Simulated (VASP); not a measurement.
# C in VASP: single point with PBE+D3(BJ)

Aim: the single point of C with PBE+D3(BJ).

All numbers are computed with VASP 6.6.1; they aren't measurements. Logs are shortened: lines on timing, memory, paths and dates and some standing lists are left out, and cuts for length are marked.

## (1) The cell of the first run

The cell holds a slab with vacuum, 32 atoms: a = 9.860 Å, b = 9.860 Å, c = 20.038 Å, α = 90.00°, β = 90.00°, γ = 120.00°.

## (2) Single point, PBE+D3(BJ)

Input file INCAR:

```
SYSTEM = C
PREC = Accurate
ENCUT = 520
EDIFF = 1E-7
ISMEAR = 0
SIGMA = 0.05
LREAL = Auto
LASPH = .TRUE.
NELM = 100
ALGO = Normal
ISIF = 2
LWAVE = .FALSE.
LCHARG = .TRUE.
LDIPOL = .TRUE.
IDIPOL = 3
DIPOL = 0.5 0.5 0.399
GGA = PE
IVDW = 12
LELF = .TRUE.
LVHAR = .TRUE.
LVACPOTAV = .TRUE.
NBANDS = 86
```

Input file KPOINTS:

```
Automatic mesh
0
G
  2 2 1
  0 0 0
```

Input file POSCAR:

```
C
1.0
    9.8601980332      0.0000000000      0.0000000000
   -4.9300990166      8.5391819831      0.0000000000
    0.0000000000      0.0000000000     20.0380100064
C
32
Direct
    0.4166666667      0.3333333333      0.3992412419
    0.4163860012      0.5832101189      0.3989394485
    0.4165977502      0.8333297113      0.3984183943
    0.4166572501      0.0833498216      0.3990590591
    0.6666533790      0.3333548132      0.3990689934
    0.6667885223      0.5831431017      0.3988480696
    0.6668023931      0.8335665330      0.3989191245
    0.6666609297      0.0834088461      0.3989540336
    0.9166443548      0.3333300111      0.3990436702
    0.9166701199      0.5833186372      0.3988384853
    0.9166745648      0.8333597738      0.3983700966
    0.9167202360      0.0833810757      0.3984769535
    0.1666241319      0.3333198119      0.3990416086
    0.1666298553      0.5833404268      0.3986167461
    0.1666414787      0.8333260686      0.3987138497
    0.1666488371      0.0833568315      0.3989410529
    0.3333289578      0.1666970363      0.3991968034
    0.3332566069      0.4166007494      0.3991852066
    0.3332338092      0.6666610234      0.3983569331
    0.3332992945      0.9166702075      0.3987175144
    0.5833154643      0.1667112056      0.3990884277
    0.5833329552      0.4166154361      0.3990024584
    0.5832909011      0.6665490884      0.3992805986
    0.5832243250      0.9167900688      0.3987556117
    0.8333440055      0.1666719321      0.3988667242
    0.8333088069      0.4166683306      0.3990528045
    0.8333365078      0.6666261407      0.3986106897
    0.8335658373      0.9168384210      0.3982723270
    0.0833284000      0.1666757903      0.3988152100
    0.0833234064      0.4166780813      0.3989370467
    0.0833099171      0.6666645982      0.3986965994
    0.0833281504      0.9166810869      0.3986872547
```

Potentials or basis: VASP PAW PBE potentials, release 64 (C).

Started as:

```sh
$ cat potpaw_PBE.64/C/POTCAR > POTCAR
$ mpirun -np 1 vasp_std > vasp.out
```

OUTCAR:

```text
SYSTEM = C
   PREC = Accurate
   ENCUT = 520
   EDIFF = 1E-7
   ISMEAR = 0
   LREAL = Auto
   LASPH = .TRUE.
   NELM = 100
   ISIF = 2
   GGA = PE
   IVDW = 12
 IVDW          = 12

 ion  position               nearest neighbor table
   1  0.417  0.333  0.399-  17 1.42  22 1.42  18 1.42
   2  0.416  0.583  0.399-  19 1.42  18 1.42  23 1.43
   3  0.417  0.833  0.398-  24 1.42  20 1.42  19 1.42
   4  0.417  0.083  0.399-  21 1.42  17 1.42  20 1.42
   5  0.667  0.333  0.399-  22 1.42  21 1.42  26 1.42
   6  0.667  0.583  0.399-  22 1.42  27 1.42  23 1.43
[... 24 lines left out ...]
  31  0.083  0.667  0.399-  10 1.42  14 1.42  15 1.42
  32  0.083  0.917  0.399-  11 1.42  15 1.42  16 1.42

  LATTYP: Found a hexagonal cell.
 ALAT       =     9.8601980332
 C/A-ratio  =     2.0322117202

  Lattice vectors:

 A1 = (   9.8601980332,   0.0000000000,   0.0000000000)
 A2 = (  -4.9300990166,   8.5391819831,   0.0000000000)
 A3 = (   0.0000000000,   0.0000000000,  20.0380100064)

Analysis of symmetry for initial positions (statically):
=====================================================================
 Subroutine PRICEL returns:
 Original cell was already a primitive cell.

 Routine SETGRP: Setting up the symmetry group for a
 hexagonal supercell.

 Subroutine GETGRP returns: Found  1 space group operations
 (whereof  1 operations were pure point group operations)
 out of a pool of 24 trial point group operations.

The static configuration has the point symmetry C_1 .

Analysis of symmetry for dynamics (positions and initial velocities):
=====================================================================
 Subroutine PRICEL returns:
 Original cell was already a primitive cell.

 Routine SETGRP: Setting up the symmetry group for a
 hexagonal supercell.

 Subroutine GETGRP returns: Found  1 space group operations
 (whereof  1 operations were pure point group operations)
 out of a pool of 24 trial point group operations.

The dynamic configuration has the point symmetry C_1 .

 Subroutine INISYM returns: Found  1 space group operations
 (whereof  1 operations are pure point group operations),
 and found     1 'primitive' translations

----------------------------------------------------------------------------------------

                                     Primitive cell

  volume of cell :    1687.1609

  direct lattice vectors                    reciprocal lattice vectors
     9.860198033  0.000000000  0.000000000     0.101417841  0.058553618  0.000000000
    -4.930099017  8.539181983  0.000000000     0.000000000  0.117107236  0.000000000
     0.000000000  0.000000000 20.038010006     0.000000000  0.000000000  0.049905155

  length of vectors
     9.860198033  9.860198033 20.038010006     0.117107236  0.117107236  0.049905155

  position of ions in fractional coordinates (direct lattice)
     0.416666667  0.333333333  0.399241242
     0.416386001  0.583210119  0.398939449
     0.416597750  0.833329711  0.398418394
     0.416657250  0.083349822  0.399059059
     0.666653379  0.333354813  0.399068993
     0.666788522  0.583143102  0.398848070
[... 24 lines left out ...]
     0.083309917  0.666664598  0.398696599
     0.083328150  0.916681087  0.398687255

  ion indices of the primitive-cell ions
   primitive index   ion index
                 1           1
                 2           2
                 3           3
                 4           4
                 5           5
                 6           6
[... 24 lines left out ...]
                31          31
                32          32

----------------------------------------------------------------------------------------

 KPOINTS: Automatic mesh

Automatic generation of k-mesh.
 Grid dimensions read from file:
 generate k-points for:    2    2    1

 Generating k-lattice:

  Cartesian coordinates                     Fractional coordinates (reciprocal lattice)
     0.050708921  0.029276809  0.000000000     0.500000000  0.000000000  0.000000000
     0.000000000  0.058553618  0.000000000     0.000000000  0.500000000  0.000000000
     0.000000000  0.000000000  0.049905155     0.000000000  0.000000000  1.000000000

  Length of vectors
     0.058553618  0.058553618  0.049905155

  Shift w.r.t. Gamma in fractional coordinates (k-lattice)
     0.000000000  0.000000000  0.000000000

 Subroutine IBZKPT returns following result:
 ===========================================

 Found      4 irreducible k-points:

 Following reciprocal coordinates:
            Coordinates               Weight
  0.000000  0.000000  0.000000      1.000000
  0.500000  0.000000  0.000000      1.000000
  0.000000  0.500000  0.000000      1.000000
  0.500000  0.500000  0.000000      1.000000
   k-points           NKPTS =      4   k-points in BZ     NKDIM =      4   number of bands    NBANDS=     86
   number of dos      NEDOS =    301   number of ions     NIONS =     32
   total plane-waves  NPLWV = 960000
   dimension x,y,z NGX =    80 NGY =   80 NGZ =  150
   dimension x,y,z NGXF=   160 NGYF=  160 NGZF=  300
   ions per type =              32
   NGX,Y,Z   is equivalent  to a cutoff of  13.49, 13.49, 12.44 a.u.
   NGXF,Y,Z  is equivalent  to a cutoff of  26.98, 26.98, 24.89 a.u.
 SYSTEM =  C
   PREC   = accura    normal or accurate (medium, high low for compatibility)
   ISTART =      0    job   : 0-new  1-cont  2-samecut
   ICHARG =      2    charge: 1-file 2-atom 10-const
   ISPIN  =      1    spin polarized calculation?
   LNONCOLLINEAR =      F non collinear calculations
   LSORBIT =      F    spin-orbit coupling
   LASPH  =      T    aspherical Exc in radial PAW
   ENCUT  =  520.0 eV  38.22 Ry    6.18 a.u.  18.33 18.33 37.26*2*pi/ulx,y,z
   NELM   =    100;   NELMIN=  2; NELMDL= -5     # of ELM steps
   EDIFF  = 0.1E-06   stopping-criterion for ELM
   LREAL  =      T    real-space projection
   EDIFFG = 0.1E-05   stopping-criterion for IOM
   NSW    =      0    number of steps for IOM
   IBRION =     -1    ionic relax: 0-MD 1-quasi-New 2-CG
   NFREE  =      0    steps in history (QN), initial steepest desc. (CG)
   ISIF   =      2    stress and relaxation
   ISYM   =      2    0-nonsym 1-usesym 2-fastsym
   POTIM  = 0.5000    time-step for ionic-motion
   TEBEG  =    0.0;   TEEND  =   0.0 temperature during run
   PSTRESS=    0.0 pullay stress
   NELECT =     128.0000    total number of electrons
   NUPDOWN=      -1.0000    fix difference up-down
   EMIN   =  10.00;   EMAX   =-10.00  energy-range for DOS
   EFERMI =   0.00;   METHOD = LEGACY
   ISMEAR =     0;   SIGMA  =   0.05  broadening in eV -4-tet -1-fermi 0-gaus
   EFERMI_NEDOS =   21; number of points for ismear=-14 and -15
   IALGO  =     38    algorithm
   IMIX   =      4    mixing-type and parameters
     AMIX     =   0.40;   BMIX     =  1.00
     AMIX_MAG =   1.60;   BMIX_MAG =  1.00
  volume/ion in A,a.u.               =      52.72       355.80
  Fermi-wavevector in a.u.,A,eV,Ry     =   0.693042  1.309659  6.534969  0.480307
  Thomas-Fermi vector in A             =   1.775144
   LORBIT       =      0    0 simple, 1 ext, 2 COOP (PROOUT), +10 PAW based schemes
   GGA     = PE    functional components
   LHFCALC =     F    Hartree Fock is set to
   AEXX    =    0.0000 exact exchange contribution
   IVDW    =    12    specifies the selected vdW correction
   LEPSILON=     F    determine dielectric tensor
   LRPA    =     F    only Hartree local field effects (RPA)
 non-spin polarized calculation
 Gauss-broadening in eV      SIGMA  =   0.05
  energy-cutoff  :      520.00
  volume of cell :     1687.16
 maximum number of plane-waves:     45471
 NGX is ok and might be reduce to    80
   NGX = 37   NGY = 37   NGZ = 75

 dipolmoment           0.000000      0.000000     -0.000002 electrons x Angstroem

 number of electron     127.9999988 magnetization

 dipolmoment           0.000000      0.000000      0.000004 electrons x Angstroem

 Free energy of the ion-electron system (eV)
  ---------------------------------------------------
  ext. energy  EPLUGINS =         0.00000000
  ---------------------------------------------------
  free energy    TOTEN  =      -295.23104689 eV

  energy without entropy =     -295.23104689  energy(sigma->0) =     -295.23104689

 E-fermi :  -3.4572     XC(G=0):  -2.1494

 val. band max:       -3.7610151736   @ k =   0.0000   0.5000   0.0000
 cond. band min:      -1.7927189957   @ k =   0.5000   0.0000   0.0000
 fundamental gap:      1.9682961780
 Fermi energy:        -3.4571892497

 k-point     1 :       0.0000    0.0000    0.0000
  band No.  band energies     occupation
      1     -22.2720      2.00000
      2     -20.8112      2.00000
      3     -20.8093      2.00000
      4     -20.8075      2.00000
      5     -20.8070      2.00000
      6     -20.8060      2.00000
[... 68 lines left out ...]
     75       1.3183      0.00000
     76       1.6865      0.00000

 k-point     2 :       0.5000    0.0000    0.0000
  band No.  band energies     occupation
      1     -21.9055      2.00000
      2     -21.9007      2.00000
      3     -21.1726      2.00000
      4     -21.1673      2.00000
      5     -19.7299      2.00000
      6     -19.7288      2.00000
[... 68 lines left out ...]
     75       1.8257      0.00000
     76       1.8260      0.00000

 k-point     3 :       0.0000    0.5000    0.0000
  band No.  band energies     occupation
      1     -21.9056      2.00000
      2     -21.9006      2.00000
      3     -21.1736      2.00000
      4     -21.1663      2.00000
      5     -19.7325      2.00000
      6     -19.7279      2.00000
[... 68 lines left out ...]
     75       1.8257      0.00000
     76       1.8260      0.00000

 k-point     4 :       0.5000    0.5000    0.0000
  band No.  band energies     occupation
      1     -21.9054      2.00000
      2     -21.9008      2.00000
      3     -21.1722      2.00000
      4     -21.1677      2.00000
      5     -19.7294      2.00000
      6     -19.7285      2.00000
[... 68 lines left out ...]
     75       1.8257      0.00000
     76       1.8260      0.00000
 [bands above 76 left out]

------------------------ aborting loop because EDIFF is reached ----------------------------------------

 vacuum level on the upper side and lower side of the slab       (xc-potential included)        -0.058        -0.070

 Edisp (eV)   -2.83604

 E8    (eV) :    -0.8874

  FORCE on cell =-STRESS in cart. coord.  units (eV):
  Direction    XX          YY          ZZ          XY          YZ          ZX
  --------------------------------------------------------------------------------------
  -------------------------------------------------------------------------------------
  Total       1.75994     1.76407    -0.18894     0.01047     0.00033     0.00068
  in kB       1.67129     1.67521    -0.17942     0.00994     0.00031     0.00064
  external pressure =        1.06 kB  Pullay stress =        0.00 kB

 VOLUME and BASIS-vectors are now :
 -----------------------------------------------------------------------------
  energy-cutoff  :      520.00
  volume of cell :     1687.16
      direct lattice vectors                 reciprocal lattice vectors
     9.860198033  0.000000000  0.000000000     0.101417841  0.058553618  0.000000000
    -4.930099017  8.539181983  0.000000000     0.000000000  0.117107236  0.000000000
     0.000000000  0.000000000 20.038010006     0.000000000  0.000000000  0.049905155

 POSITION                                       TOTAL-FORCE (eV/Angst)
 -----------------------------------------------------------------------------------
      2.46505      2.84639      8.00000        -0.009272      0.003305     -0.006762
      1.23036      4.98014      7.99395         0.116899      0.055121      0.016643
     -0.00066      7.11595      7.98351         0.000077      0.004647      0.038865
      3.69740      0.71174      7.99635        -0.006178     -0.002246     -0.005974
      4.92986      2.84658      7.99655         0.011636     -0.020480     -0.004751
      3.69971      4.97957      7.99212        -0.131770      0.081407      0.042633
[... 24 lines left out ...]
     -2.46527      5.69277      7.98909         0.002504      0.001520     -0.007417
     -3.69770      7.82771      7.98890         0.004915     -0.003642     -0.011082
 -----------------------------------------------------------------------------------
    total drift:                                0.031391     -0.004715     -0.141803

  FREE ENERGIE OF THE ION-ELECTRON SYSTEM (eV)
  ---------------------------------------------------
  free  energy   TOTEN  =      -298.0670827302 eV

  energy  without entropy=     -298.0670827302  energy(sigma->0) =     -298.06708273

 vacuum level on the upper side and lower side of the slab         1.500         1.500
```

Run time: 58 min. Hardware: 1 thread of Intel Xeon 8259CL, shared host; peak memory 1.7 GiB.

What came out:

```
Free energy                            : -298.0671 eV
Largest force                          : 0.161 eV/Å
Dispersion energy per atom             : -0.089 eV
Ionisation potential of the upper face : 5.26 eV
```

Forces on the atoms (eV/Å):
```
C   -0.009  0.003 -0.007
C    0.117  0.055  0.017
C    0.000  0.005  0.039
C   -0.006 -0.002 -0.006
C    0.012 -0.020 -0.005
C   -0.132  0.081  0.043
C   -0.015 -0.111 -0.045
C   -0.006 -0.002 -0.015
C    0.006  0.005 -0.006
C   -0.003  0.007 -0.009
C    0.021 -0.016  0.020
C   -0.006  0.019  0.021
C    0.005 -0.002 -0.011
C   -0.009 -0.007 -0.001
C   -0.001  0.008 -0.010
C    0.011 -0.006 -0.009
C    0.002 -0.012 -0.007
C   -0.007  0.005 -0.018
C    0.009  0.004  0.060
C   -0.003  0.002 -0.007
C    0.009 -0.004 -0.006
C   -0.004 -0.011  0.016
C   -0.008  0.064 -0.099
C    0.079 -0.034  0.004
C   -0.011  0.003  0.002
C    0.011 -0.006 -0.009
C    0.016  0.023  0.009
C   -0.082 -0.054  0.070
C    0.004  0.010 -0.004
C   -0.006 -0.006 -0.009
C    0.003  0.002 -0.007
C    0.005 -0.004 -0.011
```
